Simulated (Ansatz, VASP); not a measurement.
Two plane-wave programs on WS2

```
W S
1.0
     1.59378    0.92017    7.41786
    -1.59378    0.92017    7.41786
     0.00000   -1.84034    7.41786
W S
1 2
Direct
  0.99932 0.99932 0.99932
  0.73659 0.73659 0.73659
  0.59539 0.59539 0.59539
```

Alike in both runs: functional PBE; k mesh 12 × 12 × 12; occupations gaussian, width 0.02 eV; no spin polarisation.

Ansatz relaxed the structure, and its values are those at the end. VASP's run is a single point on that final structure, the one shown.

|  | VASP | Ansatz |
| --- | --- | --- |
| version | VASP 6.6.1 | Ansatz 0.2.0 |
| potentials or method | VASP PAW PBE potentials, release 64 (W_sv, S), cutoff 520 eV | scalar-relativistic, plane waves, PAW |
| valence electrons in the cell | 26 | 26 |

```csv
,VASP,Ansatz,Ansatz less VASP
gap on the k mesh at the Fermi level (eV),1.64,1.62,-0.014
least direct gap on the mesh (eV),1.81,1.81,-0.003
pressure (GPa),0.0,0.0,+0.04
```

The functional is the same, so the differences come from potentials, cutoffs and numerics.

Neither program's run includes spin-orbit coupling.
